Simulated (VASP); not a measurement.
# Zn in VASP: notebook

Runs on Zn. Level: PBE. Tasks: single point, relaxation of the atoms.

Program: VASP 6.6.1. These are calculated values, not measurements. Logs are shortened: lines on timing, memory, paths and dates and some standing lists are left out, and cuts for length are marked.

### Step 1. The cell of the first run

The cell holds a slab with vacuum, 5 atoms: a = 2.636 Å, b = 2.636 Å, c = 26.185 Å, α = 90.00°, β = 90.00°, γ = 120.00°.

### Step 2. Single point, PBE

The input, INCAR:

```
  PREC = Accurate
  ENCUT = 520
  EDIFF = 1E-7
  ISMEAR = -1
  SIGMA = 0.08
  LREAL = False
  LASPH = True
  NELM = 80
  ALGO = Normal
  ISIF = 2
  LWAVE = False
  LCHARG = False
  LDIPOL = True
  IDIPOL = 3
  DIPOL = 0.5 0.5 0.500
  GGA = PE
  NBANDS = 38
```

The input, KPOINTS:

```
Automatic mesh
0
Gamma
  16 16 1
```

The input, POSCAR:

```
Zn
1.0
    2.6356265398      0.0000000000      0.0000000000
   -1.3178132699      2.2825195384      0.0000000000
    0.0000000000      0.0000000000     26.1851000000
Zn
5
Direct
    0.0000000000      0.0000000000      0.3055177505
    0.3333333340      0.6666666660      0.4027588754
    0.0000000000      0.0000000000      0.4999999997
    0.3333333340      0.6666666660      0.5972411246
    0.0000000000      0.0000000000      0.6944822495
```

Potentials or basis: VASP PAW PBE potentials, release 64 (Zn).

On the command line:

```sh
$ cat potpaw_PBE.64/Zn/POTCAR > POTCAR
$ mpirun -np 1 vasp_std > vasp.out
```

OUTCAR:

```text
PREC = Accurate
   ENCUT = 520
   EDIFF = 1E-7
   ISMEAR = -1
   LREAL = False
   LASPH = True
   NELM = 80
   ISIF = 2
   GGA = PE

 ion  position               nearest neighbor table
   1  0.000  0.000  0.306-   2 2.97   2 2.97   2 2.97
   2  0.333  0.667  0.403-   3 2.97   3 2.97   3 2.97   1 2.97   1 2.97   1 2.97
   3  0.000  0.000  0.500-   2 2.97   2 2.97   2 2.97   4 2.97   4 2.97   4 2.97
   4  0.333  0.667  0.597-   5 2.97   3 2.97   5 2.97   3 2.97   5 2.97   3 2.97
   5  0.000  0.000  0.694-   4 2.97   4 2.97   4 2.97

  LATTYP: Found a hexagonal cell.
 ALAT       =     2.6356265398
 C/A-ratio  =     9.9350570366

  Lattice vectors:

 A1 = (   2.6356265398,   0.0000000000,   0.0000000000)
 A2 = (  -1.3178132699,   2.2825195384,   0.0000000000)
 A3 = (   0.0000000000,   0.0000000000,  26.1851000000)

Analysis of symmetry for initial positions (statically):
=====================================================================
 Subroutine PRICEL returns:
 Original cell was already a primitive cell.

 Routine SETGRP: Setting up the symmetry group for a
 hexagonal supercell.

 Subroutine GETGRP returns: Found 12 space group operations
 (whereof 12 operations were pure point group operations)
 out of a pool of 24 trial point group operations.

The static configuration has the point symmetry D_3h.

Analysis of symmetry for dynamics (positions and initial velocities):
=====================================================================
 Subroutine PRICEL returns:
 Original cell was already a primitive cell.

 Routine SETGRP: Setting up the symmetry group for a
 hexagonal supercell.

 Subroutine GETGRP returns: Found 12 space group operations
 (whereof 12 operations were pure point group operations)
 out of a pool of 24 trial point group operations.

The dynamic configuration has the point symmetry D_3h.

 Subroutine INISYM returns: Found 12 space group operations
 (whereof 12 operations are pure point group operations),
 and found     1 'primitive' translations

----------------------------------------------------------------------------------------

                                     Primitive cell

  volume of cell :     157.5261

  direct lattice vectors                    reciprocal lattice vectors
     2.635626540  0.000000000  0.000000000     0.379416425  0.219056175  0.000000000
    -1.317813270  2.282519538  0.000000000     0.000000000  0.438112350  0.000000000
     0.000000000  0.000000000 26.185100000     0.000000000  0.000000000  0.038189657

  length of vectors
     2.635626540  2.635626540 26.185100000     0.438112350  0.438112350  0.038189657

  position of ions in fractional coordinates (direct lattice)
     0.000000000  0.000000000  0.305517751
     0.333333334  0.666666666  0.402758875
     0.000000000  0.000000000  0.500000000
     0.333333334  0.666666666  0.597241125
     0.000000000  0.000000000  0.694482249

  ion indices of the primitive-cell ions
   primitive index   ion index
                 1           1
                 2           2
                 3           3
                 4           4
                 5           5

----------------------------------------------------------------------------------------

 KPOINTS: Automatic mesh

Automatic generation of k-mesh.
 Grid dimensions read from file:
 generate k-points for:   16   16    1

 Generating k-lattice:

  Cartesian coordinates                     Fractional coordinates (reciprocal lattice)
     0.023713527  0.013691011  0.000000000     0.062500000 -0.000000000  0.000000000
     0.000000000  0.027382022  0.000000000     0.000000000  0.062500000  0.000000000
     0.000000000  0.000000000  0.038189657     0.000000000  0.000000000  1.000000000

  Length of vectors
     0.027382022  0.027382022  0.038189657

  Shift w.r.t. Gamma in fractional coordinates (k-lattice)
     0.000000000  0.000000000  0.000000000

 Subroutine IBZKPT returns following result:
 ===========================================

 Found     30 irreducible k-points:

 Following reciprocal coordinates:
            Coordinates               Weight
  0.000000  0.000000  0.000000      1.000000
  0.062500 -0.000000  0.000000      6.000000
  0.125000 -0.000000  0.000000      6.000000
  0.187500 -0.000000  0.000000      6.000000
  0.250000 -0.000000  0.000000      6.000000
  0.312500 -0.000000  0.000000      6.000000
[... 16 lines left out ...]
  0.187500  0.187500  0.000000      6.000000
  0.250000  0.187500  0.000000     12.000000
 [... further k-points ...]
   k-points           NKPTS =     30   k-points in BZ     NKDIM =     30   number of bands    NBANDS=     38
   number of dos      NEDOS =    301   number of ions     NIONS =      5
   total plane-waves  NPLWV =  78400
   dimension x,y,z NGX =    20 NGY =   20 NGZ =  196
   dimension x,y,z NGXF=    40 NGYF=   40 NGZF=  392
   ions per type =               5
   NGX,Y,Z   is equivalent  to a cutoff of  12.62, 12.62, 12.44 a.u.
   NGXF,Y,Z  is equivalent  to a cutoff of  25.23, 25.23, 24.89 a.u.
 SYSTEM =  unknown system
   PREC   = accura    normal or accurate (medium, high low for compatibility)
   ISTART =      0    job   : 0-new  1-cont  2-samecut
   ICHARG =      2    charge: 1-file 2-atom 10-const
   ISPIN  =      1    spin polarized calculation?
   LNONCOLLINEAR =      F non collinear calculations
   LSORBIT =      F    spin-orbit coupling
   LASPH  =      T    aspherical Exc in radial PAW
   ENCUT  =  520.0 eV  38.22 Ry    6.18 a.u.   4.90  4.90 48.69*2*pi/ulx,y,z
   NELM   =     80;   NELMIN=  2; NELMDL= -5     # of ELM steps
   EDIFF  = 0.1E-06   stopping-criterion for ELM
   LREAL  =      F    real-space projection
   EDIFFG = 0.1E-05   stopping-criterion for IOM
   NSW    =      0    number of steps for IOM
   IBRION =     -1    ionic relax: 0-MD 1-quasi-New 2-CG
   NFREE  =      0    steps in history (QN), initial steepest desc. (CG)
   ISIF   =      2    stress and relaxation
   ISYM   =      2    0-nonsym 1-usesym 2-fastsym
   POTIM  = 0.5000    time-step for ionic-motion
   TEBEG  =    0.0;   TEEND  =   0.0 temperature during run
   PSTRESS=    0.0 pullay stress
   NELECT =      60.0000    total number of electrons
   NUPDOWN=      -1.0000    fix difference up-down
   EMIN   =  10.00;   EMAX   =-10.00  energy-range for DOS
   EFERMI =   0.00;   METHOD = LEGACY
   ISMEAR =    -1;   SIGMA  =   0.08  broadening in eV -4-tet -1-fermi 0-gaus
   EFERMI_NEDOS =   21; number of points for ismear=-14 and -15
   IALGO  =     38    algorithm
   IMIX   =      4    mixing-type and parameters
     AMIX     =   0.40;   BMIX     =  1.00
     AMIX_MAG =   1.60;   BMIX_MAG =  1.00
  volume/ion in A,a.u.               =      31.51       212.61
  Fermi-wavevector in a.u.,A,eV,Ry     =   1.186700  2.242538 19.160507  1.408258
  Thomas-Fermi vector in A             =   2.322867
   LORBIT       =      0    0 simple, 1 ext, 2 COOP (PROOUT), +10 PAW based schemes
   GGA     = PE    functional components
   LHFCALC =     F    Hartree Fock is set to
   AEXX    =    0.0000 exact exchange contribution
   IVDW    =     0    specifies the selected vdW correction
   LEPSILON=     F    determine dielectric tensor
   LRPA    =     F    only Hartree local field effects (RPA)
 non-spin polarized calculation
  energy-cutoff  :      520.00
  volume of cell :      157.53
 maximum number of plane-waves:      4313
 NGX is ok and might be reduce to    20
   NGX =  9   NGY =  9   NGZ = 97

 number of electron      60.0000005 magnetization

 dipolmoment           0.000000      0.000000      0.000000 electrons x Angstroem

 Free energy of the ion-electron system (eV)
  ---------------------------------------------------
  ext. energy  EPLUGINS =         0.00000000
  ---------------------------------------------------
  free energy    TOTEN  =        -5.29874681 eV

  energy without entropy =       -5.26681577  energy(sigma->0) =       -5.28278129

 E-fermi :  -0.6108     XC(G=0):  -6.2066

 val. band max:       -0.6410097398   @ k =   0.3750   0.1875   0.0000
 cond. band min:      -0.5248214197   @ k =   0.1250  -0.0000   0.0000
 fundamental gap:      0.1161883201
 Fermi energy:        -0.6107725433

 k-point     1 :       0.0000    0.0000    0.0000
  band No.  band energies     occupation
      1     -10.6881      2.00000
      2     -10.1679      2.00000
      3      -9.5391      2.00000
      4      -9.2205      2.00000
      5      -9.1740      2.00000
      6      -8.4570      2.00000
[... 30 lines left out ...]
     37       5.3878      0.00000
     38       5.5666      0.00000

 k-point     2 :       0.0625   -0.0000    0.0000
  band No.  band energies     occupation
      1     -10.5697      2.00000
      2     -10.0536      2.00000
      3      -9.4417      2.00000
      4      -9.1492      2.00000
      5      -9.1146      2.00000
      6      -8.4442      2.00000
[... 30 lines left out ...]
     37       5.5011      0.00000
     38       5.6789      0.00000

 k-point     3 :       0.1250   -0.0000    0.0000
  band No.  band energies     occupation
      1     -10.2220      2.00000
      2      -9.7228      2.00000
      3      -9.1758      2.00000
      4      -8.9602      2.00000
      5      -8.9556      2.00000
      6      -8.4129      2.00000
[... 30 lines left out ...]
     37       5.8390      0.00000
     38       6.0147      0.00000

 k-point     4 :       0.1875   -0.0000    0.0000
  band No.  band energies     occupation
      1      -9.6815      2.00000
      2      -9.2434      2.00000
      3      -8.8642      2.00000
      4      -8.7617      2.00000
      5      -8.7445      2.00000
      6      -8.3831      2.00000
[... 30 lines left out ...]
     37       6.3944      0.00000
     38       6.5694      0.00000
[... 703 lines left out ...]
      4      -8.6975      2.00000
      5      -8.6599      2.00000
      6      -8.5789      2.00000
[... 30 lines left out ...]
     37       5.8639      0.00000
     38       6.2595      0.00000

 k-point    23 :       0.1875    0.1875    0.0000
  band No.  band energies     occupation
      1      -8.5356      2.00000
      2      -8.5281      2.00000
      3      -8.5026      2.00000
      4      -8.4794      2.00000
      5      -8.4519      2.00000
      6      -8.4287      2.00000
[... 30 lines left out ...]
     37       6.4936      0.00000
     38       6.7572      0.00000

 k-point    24 :       0.2500    0.1875    0.0000
  band No.  band energies     occupation
      1      -8.5817      2.00000
      2      -8.5782      2.00000
      3      -8.5603      2.00000
      4      -8.5050      2.00000
      5      -8.4672      2.00000
      6      -8.4479      2.00000
[... 30 lines left out ...]
     37       5.5200      0.00000
     38       6.1051      0.00000

 [... further k-points ...]

------------------------ aborting loop because EDIFF is reached ----------------------------------------

 vacuum level on the upper side and lower side of the slab       (xc-potential included)        -0.087        -0.087

  FORCE on cell =-STRESS in cart. coord.  units (eV):
  Direction    XX          YY          ZZ          XY          YZ          ZX
  --------------------------------------------------------------------------------------
  -------------------------------------------------------------------------------------
  Total       -0.3471653     -0.3471653     -0.8104245     -0.0000000      0.0000000      0.0000000
  in kB       -3.5309720     -3.5309720     -8.2427202     -0.0000000      0.0000000      0.0000000
  external PRESSURE =      -5.1015547 kB  Pullay stress =       0.0000000 kB

 VOLUME and BASIS-vectors are now :
 -----------------------------------------------------------------------------
  energy-cutoff  :      520.00
  volume of cell :      157.53
      direct lattice vectors                 reciprocal lattice vectors
     2.635626540  0.000000000  0.000000000     0.379416425  0.219056175  0.000000000
    -1.317813270  2.282519538  0.000000000     0.000000000  0.438112350  0.000000000
     0.000000000  0.000000000 26.185100000     0.000000000  0.000000000  0.038189657

 POSITION                                       TOTAL-FORCE (eV/Angst)
 -----------------------------------------------------------------------------------
      0.00000      0.00000      8.00001         0.000000     -0.000000      0.049811
      0.00000      1.52168     10.54628         0.000000     -0.000000      0.061929
      0.00000      0.00000     13.09255        -0.000000     -0.000000      0.000000
      0.00000      1.52168     15.63882        -0.000000     -0.000000     -0.061929
      0.00000      0.00000     18.18509         0.000000      0.000000     -0.049811
 -----------------------------------------------------------------------------------
    total drift:                               -0.000004      0.000003      0.000006

  FREE ENERGIE OF THE ION-ELECTRON SYSTEM (eV)
  ---------------------------------------------------
  free  energy   TOTEN  =        -5.2987468089 eV

  energy  without entropy=       -5.2668157716  energy(sigma->0) =       -5.28278129

 vacuum level on the upper side and lower side of the slab         3.340         3.340
```

Wall time 2.6 min (1 thread of Intel Xeon 6975P-C (Granite Rapids), shared host); peak memory 0.32 GiB.

What came out:

```
Free energy            : -5.2987 eV
Largest force          : 0.062 eV/Å
Band gap on the k mesh : zero (bands 30 and 31 overlap by 4.10 eV)
```

Forces on the atoms (eV/Å):
```
Zn   0.000  0.000  0.050
Zn   0.000  0.000  0.062
Zn   0.000  0.000  0.000
Zn   0.000  0.000 -0.062
Zn   0.000  0.000 -0.050
```

Levels at points of the mesh, in eV from the Fermi level:
| k point | band 26 | band 27 | band 28 | band 29 | band 30 | band 31 | band 32 | band 33 | band 34 | band 35 |
| --- | --- | --- | --- | --- | --- | --- | --- | --- | --- | --- |
| (0.00, 0.00, 0.00) | -6.98 | -6.98 | -6.98 | -6.29 | -4.60 | -2.75 | -0.40 | 1.93 | 3.41 | 4.14 |
| (0.50, 0.00, 0.00) | -2.42 | -1.97 | -1.79 | -1.39 | -1.33 | 0.52 | 0.92 | 1.32 | 1.92 | 2.82 |

### Step 3. Single point, PBE

The input, INCAR:

```
ALGO = Normal
DIPOL = 0.5 0.5 0.500
EDIFF = 1E-6
ENCUT = 520
GGA = PE
IDIPOL = 3
ISIF = 2
ISMEAR = -1
LASPH = T
LCHARG = F
LDIPOL = T
LREAL = F
LWAVE = F
NBANDS = 38
NELM = 80
PREC = Accurate
SIGMA = 0.08
```

The input, KPOINTS:

```
k-points
0
Gamma
  16 16 1
```

The input, POSCAR:

```
Zn
1.0
    2.6356265398      0.0000000000      0.0000000000
   -1.3178132699      2.2825195384      0.0000000000
    0.0000000000      0.0000000000     26.1851000000
Zn
5
Direct
    0.0000000000      0.0000000000      0.3147095480
    0.3333333333      0.6666666667      0.4085964595
    0.0000000000      0.0000000000      0.4999999996
    0.3333333333      0.6666666667      0.5914035387
    0.0000000000      0.0000000000      0.6852904539
```

Potentials or basis: VASP PAW PBE potentials, release 64 (Zn).

On the command line:

```sh
$ cat potpaw_PBE.64/Zn/POTCAR > POTCAR
$ mpirun -np 1 vasp_std > vasp.out
```

It took 2.5 min on 1 thread of Intel Xeon 6975P-C (Granite Rapids), shared host; peak memory 0.33 GiB.

It converged, with:

* Free energy: -5.3220 eV
* Largest force: 0.014 eV/Å
* Band gap on the k mesh: zero (bands 30 and 31 overlap by 3.71 eV)

Forces in eV/Å, atoms in the order of the input:
```
Zn   0.000  0.000 -0.014
Zn   0.000  0.000 -0.002
Zn   0.000  0.000  0.000
Zn   0.000  0.000  0.002
Zn   0.000  0.000  0.014
```

Levels at points of the mesh, in eV from the Fermi level:
| k point | band 26 | band 27 | band 28 | band 29 | band 30 | band 31 | band 32 | band 33 | band 34 | band 35 |
| --- | --- | --- | --- | --- | --- | --- | --- | --- | --- | --- |
| (0.00, 0.00, 0.00) | -7.01 | -7.01 | -7.01 | -6.38 | -4.39 | -2.72 | 0.04 | 2.33 | 3.53 | 4.28 |
| (0.50, 0.00, 0.00) | -2.80 | -2.21 | -2.14 | -1.55 | -1.46 | 0.44 | 0.94 | 1.28 | 2.18 | 3.01 |

### Step 4. Single point, PBE

The input, INCAR:

```
SYSTEM = Zn
ALGO = Normal
DIPOL = 0.5 0.5 0.500
EDIFF = 1E-7
ENCUT = 520
GGA = PE
IDIPOL = 3
ISIF = 2
ISMEAR = -1
LASPH = .True.
LCHARG = .False.
LDIPOL = .True.
LREAL = .False.
LWAVE = .False.
NBANDS = 38
NELM = 80
PREC = Accurate
SIGMA = 0.08
```

The input, KPOINTS:

```
k-points
0
Gamma
  16 16 1
  0 0 0
```

POSCAR is that of step 3.

On the command line:

```sh
$ cat potpaw_PBE.64/Zn/POTCAR > POTCAR
$ mpirun -np 1 vasp_std > vasp.out
```

Run time: 2.7 min. Hardware: 1 thread of Intel Xeon 6975P-C (Granite Rapids), shared host; peak memory 0.33 GiB.

It converged, with:

```yaml
Free_energy: -5.3220 eV
Largest_force: 0.014 eV/Å
Band_gap_on_the_k_mesh: zero (bands 30 and 31 overlap by 3.71 eV)
```

Forces in eV/Å, atoms in the order of the input:
```
Zn   0.000  0.000 -0.014
Zn   0.000  0.000 -0.002
Zn   0.000  0.000  0.000
Zn   0.000  0.000  0.002
Zn   0.000  0.000  0.014
```

Levels at points of the mesh, in eV from the Fermi level:
```tsv
k point	band 27	band 28	band 29	band 30	band 31	band 32	band 33	band 34
(0.00, 0.00, 0.00)	-7.01	-7.01	-6.38	-4.39	-2.72	0.04	2.33	3.53
(0.50, 0.00, 0.00)	-2.21	-2.14	-1.55	-1.46	0.44	0.94	1.28	2.18
```

(Continued in part 2 of 2.)
